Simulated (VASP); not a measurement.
# CaSiH6 in VASP: further runs, part 2 of 2

VASP 6.6.1.

### 4 Relaxation of cell and atoms, PBEsol

This run uses another cell than the first one, of 8.57 Å³/atom.

The input, INCAR:

```
SYSTEM = CaSiH6
ALGO = Normal
EDIFF = 1E-6
EDIFFG = -0.01
ENCUT = 600
GGA = PS
IBRION = 2
ISIF = 3
ISMEAR = -1
LASPH = .TRUE.
LCHARG = .FALSE.
LREAL = .FALSE.
LWAVE = .FALSE.
NELM = 80
NSW = 100
PREC = Accurate
SIGMA = 0.05
```

The input, KPOINTS:

```
k-points
0
G
  6 6 4
  0 0 0
```

The input, POSCAR:

```
CaSiH6
1.0
    4.3950463242      0.4522818592     -0.0151427851
    2.5005020916      3.9635230865     -0.5856697559
    0.2532599726      1.6803231229      3.9501417747
Ca Si H
1 1 6
Direct
    0.0061536451      0.0043803102     -0.0103477892
    0.5070697372      0.0050223726      0.4979807035
    0.6041250578      0.8161960923      0.2018318779
    0.3818702057      0.2133736267      0.7801550101
    0.5572345492      0.6367299844      0.7557601312
    0.4407130287      0.3531689959      0.2507022121
    0.0500235647      0.1925072506      0.4335848892
    0.9417903723      0.7980967197      0.5702156852
```

Potentials or basis: VASP PAW PBE potentials, release 64 (Ca_sv, Si, H).

Started as:

```bash
$ cat potpaw_PBE.64/Ca_sv/POTCAR potpaw_PBE.64/Si/POTCAR potpaw_PBE.64/H/POTCAR > POTCAR
$ mpirun -np 1 vasp_std > vasp.out
```

OUTCAR:

```text
SYSTEM = CaSiH6
   EDIFF = 1E-6
   EDIFFG = -0.01
   ENCUT = 600
   GGA = PS
   IBRION = 2
   ISIF = 3
   ISMEAR = -1
   LASPH = .TRUE.
   LREAL = .FALSE.
   NELM = 80
   NSW = 100
   PREC = Accurate

 ion  position               nearest neighbor table
   1  0.006  0.004  0.990-   2 2.91   2 2.95
   2  0.507  0.005  0.498-   8 1.55   6 1.59   4 1.59   3 1.61   7 1.65   5 1.71   1 2.91   1 2.95

   3  0.604  0.816  0.202-   2 1.61
   4  0.382  0.213  0.780-   2 1.59
   5  0.557  0.637  0.756-   2 1.71
   6  0.441  0.353  0.251-   2 1.59
   7  0.050  0.193  0.434-   2 1.65
   8  0.942  0.798  0.570-   2 1.55

  LATTYP: Found a triclinic cell.
 ALAT       =     6.4528267052
 B/A-ratio  =     1.3646449433
 C/A-ratio  =     0.7318995040
 COS(alpha) =     0.0107213285
 COS(beta)  =     0.5831272185
 COS(gamma) =     0.7773755186

  Lattice vectors:

 A1 = (  -4.6483062968,  -2.1326049821,  -3.9349989896)
 A2 = (  -2.4010641778,   0.1505949815,  -8.4708105202)
 A3 = (  -2.5005020916,  -3.9635230865,   0.5856697559)

Analysis of symmetry for initial positions (statically):
=====================================================================
 Subroutine PRICEL returns:
 Original cell was already a primitive cell.

 Routine SETGRP: Setting up the symmetry group for a
 triclinic supercell.

 Subroutine GETGRP returns: Found  1 space group operations
 (whereof  1 operations were pure point group operations)
 out of a pool of  2 trial point group operations.

The static configuration has the point symmetry C_1 .

Analysis of symmetry for dynamics (positions and initial velocities):
=====================================================================
 Subroutine PRICEL returns:
 Original cell was already a primitive cell.

[... 170 lines left out ...]

  FORCE on cell =-STRESS in cart. coord.  units (eV):
  Direction    XX          YY          ZZ          XY          YZ          ZX
  --------------------------------------------------------------------------------------
  -------------------------------------------------------------------------------------
  Total       -0.0814966     -0.4677141     -0.1554171     -0.0686791     -0.0452644     -0.2424178
  in kB       -1.9046776    -10.9310667     -3.6322931     -1.6051178     -1.0578852     -5.6656084
  external PRESSURE =      -5.4893458 kB  Pullay stress =       0.0000000 kB
[... 107 lines left out ...]
  FREE ENERGIE OF THE ION-ELECTRON SYSTEM (eV)
  ---------------------------------------------------
  free  energy   TOTEN  =       -29.0280160348 eV

  energy  without entropy=      -29.0280159281  energy(sigma->0) =      -29.02801598

[... ionic steps 4 to 15 ...]

--------------------------------------- Ionic step       16  -------------------------------------------

 number of electron      20.0000000 magnetization

------------------------ aborting loop because EDIFF is reached ----------------------------------------
[... 79 lines left out ...]
--------------------------------------- Ionic step       18  -------------------------------------------

 number of electron      20.0000000 magnetization

 Free energy of the ion-electron system (eV)
  ---------------------------------------------------
  ext. energy  EPLUGINS =         0.00000000
  ---------------------------------------------------
  free energy    TOTEN  =       -29.05117336 eV

  energy without entropy =      -29.05117328  energy(sigma->0) =      -29.05117332

 E-fermi :   3.3842     XC(G=0):  -9.4867

 val. band max:        2.7396942545   @ k =   0.5000   0.5000   0.5000
 cond. band min:       4.0045749817   @ k =   0.0000   0.0000   0.0000
 fundamental gap:      1.2648807272
 Fermi energy:         3.3842431425

 k-point     1 :       0.0000    0.0000    0.0000
  band No.  band energies     occupation
      1     -37.6091      2.00000
      2     -18.7678      2.00000
      3     -18.7159      2.00000
      4     -18.6695      2.00000
      5      -8.3195      2.00000
      6      -1.3786      2.00000
      7      -1.2099      2.00000
      8      -0.4872      2.00000
      9      -0.0733      2.00000
     10       0.6929      2.00000
     11       4.0046      0.00001
     12       5.3695      0.00000
     13       6.1951      0.00000
     14       6.6645      0.00000
[... 401 lines left out ...]
      2     -18.7982      2.00000
      3     -18.7486      2.00000
      4     -18.7374      2.00000
      5      -6.6474      2.00000
      6      -3.6146      2.00000
      7      -2.2827      2.00000
      8      -1.9408      2.00000
      9       0.1361      2.00000
     10       1.0473      2.00000
     11       5.7346      0.00000
     12       6.1399      0.00000
     13       6.9830      0.00000
     14       7.5923      0.00000
     15       7.8254      0.00000

 [... further k-points ...]

------------------------ aborting loop because EDIFF is reached ----------------------------------------

  FORCE on cell =-STRESS in cart. coord.  units (eV):
  Direction    XX          YY          ZZ          XY          YZ          ZX
  --------------------------------------------------------------------------------------
  -------------------------------------------------------------------------------------
  Total        0.0002830     -0.0022233      0.0030691      0.0041520      0.0040100      0.0069876
  in kB        0.0066725     -0.0524255      0.0723699      0.0979050      0.0945568      0.1647699
  external PRESSURE =       0.0088723 kB  Pullay stress =       0.0000000 kB
[... 23 lines left out ...]
  FREE ENERGIE OF THE ION-ELECTRON SYSTEM (eV)
  ---------------------------------------------------
  free  energy   TOTEN  =       -29.0511733628 eV

  energy  without entropy=      -29.0511732833  energy(sigma->0) =      -29.05117332

 reached required accuracy - stopping structural energy minimisation
```

OSZICAR:

```text
N       E                     dE             d eps       ncg     rms          rms(c)
DAV:   1     0.109285981218E+03    0.10929E+03   -0.10035E+04  2280   0.135E+03
DAV:   2    -0.251499619508E+02   -0.13444E+03   -0.13099E+03  2693   0.292E+02
[... 121 lines left out ...]
  17 F= -.29051139E+02 E0= -.29051139E+02  d E =-.571831E-04
       N       E                     dE             d eps       ncg     rms          rms(c)
DAV:   1    -0.290511814709E+02   -0.41535E-04   -0.39795E-03  2280   0.629E-01    0.306E-02
DAV:   2    -0.290511795431E+02    0.19278E-05   -0.15746E-04  3218   0.126E-01    0.176E-02
DAV:   3    -0.290511732546E+02    0.62884E-05   -0.13304E-05  3651   0.336E-02    0.405E-03
DAV:   4    -0.290511733628E+02   -0.10814E-06   -0.12908E-06  2448   0.100E-02
  18 F= -.29051173E+02 E0= -.29051173E+02  d E =-.340616E-04
```

Run time: 14 min. Hardware: 1 thread of Intel Xeon Platinum 8488C (Sapphire Rapids), shared host; peak memory 0.31 GiB.

What came out:

```yaml
Free_energy: -29.0512 eV
Relaxed_volume: 8.49 Å³/atom
Relaxed_cell: a = 4.392 Å, b = 4.713 Å, c = 4.294 Å, α = 76.64°, β = 85.32°, γ = 52.02°
Space_group_after_relaxing_to_0.1_Å: P-1 (No. 2)
Energy_gained_by_relaxing: 8.3 meV/atom
Ionic_steps: 18
Pressure_after_relaxing: 0.0 GPa
Largest_force_after_relaxing: 0.008 eV/Å
Band_gap_on_the_k_mesh: 1.26 eV (least direct gap 2.54 eV)
```

Forces on the atoms (eV/Å):
```
Ca  -0.001  0.002  0.003
Si  -0.004  0.000  0.000
H   -0.003  0.001 -0.003
H    0.006  0.002  0.002
H    0.005 -0.001 -0.007
H    0.002  0.001  0.002
H   -0.006  0.001  0.003
H    0.001 -0.006  0.000
```

Step by step:
| step | energy change (eV) | largest force (eV/Å) | pressure (GPa) | volume (Å³) |
| --- | --- | --- | --- | --- |
| 1 | 0.0000 | 1.1400 | -0.55 | 68.55 |
| 2 | -0.0425 | 0.4007 | -0.29 | 68.26 |
| 3 | -0.0432 | 0.2963 | -0.33 | 68.29 |
| 4 | -0.0539 | 0.1637 | 0.00 | 68.08 |
| 5 | -0.0574 | 0.2179 | 0.37 | 67.87 |
| 6 | -0.0619 | 0.0769 | 0.10 | 68.01 |
| 7 | -0.0626 | 0.1213 | -0.04 | 68.08 |
| 8 | -0.0643 | 0.0749 | -0.12 | 68.11 |
| 9 | -0.0644 | 0.1342 | -0.16 | 68.12 |
| 10 | -0.0657 | 0.0499 | -0.08 | 68.05 |
| 11 | -0.0658 | 0.0547 | -0.03 | 68.01 |
| 12 | -0.0661 | 0.0199 | 0.01 | 67.97 |
| 13 | -0.0662 | 0.0252 | 0.03 | 67.95 |
| 14 | -0.0663 | 0.0163 | 0.00 | 67.96 |
| 15 | -0.0663 | 0.0236 | -0.01 | 67.96 |
| 16 | -0.0663 | 0.0126 | -0.02 | 67.96 |
| 17 | -0.0663 | 0.0173 | -0.02 | 67.96 |
| 18 | -0.0663 | 0.0084 | 0.00 | 67.95 |

Final structure:
```
Ca Si H
1.0
     4.36791    0.45745   -0.05038
     2.49558    3.94961   -0.61781
     0.22415    1.66093    3.95353
Ca Si H
1 1 6
Direct
  0.99857 0.00268 0.99720
  0.49877 0.00234 0.49747
  0.60989 0.80190 0.20959
  0.38750 0.20247 0.78562
  0.55064 0.65231 0.74440
  0.44618 0.35261 0.25074
  0.04903 0.20243 0.42884
  0.94840 0.80273 0.56601
```

Caveat: the PAW data sets were made with another functional, which shifts forces and pressure a little. A k mesh can miss the band edges.

### 5 Relaxation of cell and atoms, PBEsol

This run uses another cell than the first one, of 13.00 Å³/atom.

The input, INCAR:

```
PREC = Accurate
ENCUT = 600
EDIFF = 1E-6
ISMEAR = -1
SIGMA = 0.03
LREAL = F
LASPH = T
NELM = 60
ALGO = Normal
ISIF = 3
LWAVE = F
LCHARG = F
GGA = PS
IBRION = 2
NSW = 100
EDIFFG = -0.01
```

The input, KPOINTS:

```
Automatic mesh
0
Gamma
  6 6 4
```

The input, POSCAR:

```
CaSiH6
1.0
    4.9987721900      0.0000000000      0.0000000000
    2.3871298000      4.4505287800      0.0000000000
    0.0201589400      2.7198420800      4.6730663000
Ca Si H
1 1 6
Direct
    0.0000000000      0.0000000000      0.0000000000
    0.5000000000      0.0000000000      0.5000000000
    0.7547898900      0.8582267600      0.2459348000
    0.2452101100      0.1417732400      0.7540652000
    0.5926646800      0.5261187000      0.7362050200
    0.4073353200      0.4738813000      0.2637949800
    0.1130170000      0.1308666100      0.2491420100
    0.8869830000      0.8691333900      0.7508579900
```

Started as:

```bash
$ cat potpaw_PBE.64/Ca_sv/POTCAR potpaw_PBE.64/Si/POTCAR potpaw_PBE.64/H/POTCAR > POTCAR
$ mpirun -np 1 vasp_std > vasp.out
```

Wall time 33 min (1 thread of Intel Xeon Platinum 8488C (Sapphire Rapids), shared host); peak memory 0.43 GiB.

Results (log left out):

- Free energy: -28.8115 eV
- Relaxed volume: 8.86 Å³/atom
- Relaxed cell: a = 4.471 Å, b = 4.463 Å, c = 4.823 Å, α = 63.21°, β = 89.30°, γ = 59.32°
- Space group after relaxing (to 0.1 Å): P-1 (No. 2)
- Energy gained by relaxing: 517.4 meV/atom
- Ionic steps: 23
- Pressure after relaxing: 0.0 GPa
- Largest force after relaxing: 0.010 eV/Å
- Band gap on the k mesh: 1.25 eV (least direct gap 2.77 eV)

Forces on the atoms (eV/Å):
```
Ca   0.000  0.000  0.000
Si   0.000  0.000  0.000
H   -0.003  0.004  0.002
H    0.003 -0.004 -0.002
H   -0.007  0.004  0.004
H    0.007 -0.004 -0.004
H    0.005 -0.004 -0.004
H   -0.005  0.004  0.004
```

Stress tensor (GPa, compression positive):
```
-0.05  0.00 -0.03
 0.00 -0.01 -0.12
-0.03 -0.12 -0.01
```

The path:
| step | energy change (eV) | largest force (eV/Å) | pressure (GPa) | volume (Å³) |
| --- | --- | --- | --- | --- |
| 1 | 0.0000 | 3.0076 | -8.27 | 103.96 |
| 2 | -2.4534 | 2.1736 | -6.96 | 94.17 |
| 3 | -3.6289 | 1.1031 | 6.80 | 80.19 |
| 4 | -3.7771 | 0.6108 | -0.02 | 84.62 |
| 5 | -3.8060 | 0.3509 | 1.56 | 83.40 |
| 6 | -3.8052 | 0.3460 | 2.10 | 83.01 |
| 7 | -3.8491 | 0.2649 | 0.87 | 84.65 |
| 8 | -3.8693 | 0.2329 | -0.55 | 86.80 |
| 9 | -3.8873 | 0.1445 | -0.83 | 86.67 |
| 10 | -3.9068 | 0.2567 | -1.49 | 86.32 |
| 11 | -3.9175 | 0.2678 | -1.40 | 85.78 |
| 12 | -3.9484 | 0.2988 | -1.15 | 84.16 |
| 13 | -4.0041 | 0.3435 | -0.68 | 80.98 |
| 14 | -4.0853 | 0.3543 | 0.24 | 74.88 |
| 15 | -4.0071 | 0.3758 | 3.06 | 63.59 |
| 16 | -4.1006 | 0.3591 | 1.12 | 71.85 |
| 17 | -4.1196 | 0.3348 | -1.26 | 71.10 |
| 18 | -4.1278 | 0.1514 | -0.45 | 71.37 |
| 19 | -4.1369 | 0.0821 | 0.15 | 70.65 |
| 20 | -4.1369 | 0.0759 | 0.21 | 70.58 |
| 21 | -4.1388 | 0.0248 | 0.06 | 70.74 |
| 22 | -4.1388 | 0.0268 | 0.04 | 70.75 |
| 23 | -4.1394 | 0.0097 | -0.02 | 70.85 |

Final structure:
```
Ca Si H
1.0
     4.47000    0.08126   -0.02546
     2.20750    3.87806    0.05735
     0.03879    2.41759    4.17363
Ca Si H
1 1 6
Direct
  0.00000 0.00000 0.00000
  0.50000 0.00000 0.50000
  0.66002 0.81331 0.27583
  0.33998 0.18669 0.72417
  0.47756 0.62099 0.72630
  0.52244 0.37901 0.27370
  0.09631 0.24357 0.28071
  0.90369 0.75643 0.71929
```

Levels at points of the mesh, in eV from the valence-band top:
```tsv
k point	band 6	band 7	band 8	band 9	band 10	band 11	band 12	band 13	band 14	band 15
(0.00, 0.00, 0.00)	-4.02	-3.12	-3.07	-1.85	-1.70	1.25	2.89	3.04	3.08	5.06
(0.50, 0.00, 0.00)	-6.13	-4.23	-3.88	-2.09	-0.93	2.93	4.37	4.48	4.55	5.23
(0.00, 0.50, 0.00)	-5.86	-4.19	-4.07	-3.08	-0.46	2.73	4.14	4.75	4.91	5.37
(0.50, 0.50, 0.00)	-6.15	-4.31	-3.83	-2.04	-0.78	2.95	4.37	4.45	4.46	5.21
(0.00, 0.00, 0.50)	-6.46	-4.04	-3.95	-0.01	0.00	2.77	3.61	3.68	4.14	5.46
(0.50, 0.00, 0.50)	-5.84	-4.21	-4.17	-3.07	-0.41	2.71	4.17	4.69	4.94	5.39
(0.00, 0.50, 0.50)	-6.11	-4.30	-3.90	-2.14	-0.94	2.97	4.40	4.46	4.46	5.42
(0.50, 0.50, 0.50)	-5.84	-4.18	-4.07	-3.15	-0.38	2.75	4.14	4.67	4.96	5.41
```

Caveat: the volume moved by over 15 % at a fixed basis, so the end points are rough; the PAW data sets were made with another functional, which shifts forces and pressure a little.

### 6 The runs side by side

```tsv
task	cell	cutoff (eV)	smearing	gap on the mesh (eV)	pressure (GPa)	relaxed volume (Å³/atom)	largest force (eV/Å)
single point	a = 4.379, b = 4.735, c = 4.295 Å, angles 76.4, 85.4, 51.9°, 8 atoms, atomic positions A	520	fermi-dirac 0.03 eV	1.28	0.0	-	0.01
single point	a = 4.381, b = 4.718, c = 4.294 Å, angles 76.6, 85.3, 52.0°, 8 atoms, atomic positions B	520	fermi-dirac 0.05 eV	1.28	0.0	-	0.01
relaxation of cell and atoms	relaxed from a = 4.418, b = 4.723, c = 4.300 Å, angles 75.8, 84.5, 52.2°, 8 atoms, atomic positions C	600	fermi-dirac 0.05 eV	1.26	0.0	8.49	0.01
relaxation of cell and atoms	relaxed from a = 4.999, b = 5.050, c = 5.407 Å, angles 63.6, 89.8, 61.8°, 8 atoms, atomic positions D	600	fermi-dirac 0.03 eV	1.25	0.0	8.86	0.01
```

Alike in all rows: level PBEsol; potentials or basis VASP PAW PBE potentials, release 64 (Ca_sv, Si, H); no spin polarisation; k mesh 6 × 6 × 4.

Caveats: the PAW data sets were made with another functional, which shifts forces and pressure a little; the volume moved by over 15 % at a fixed basis, so the end points are rough (at least some runs).

Total energies depend on the potentials used, so only differences within one code and one set of settings carry meaning.
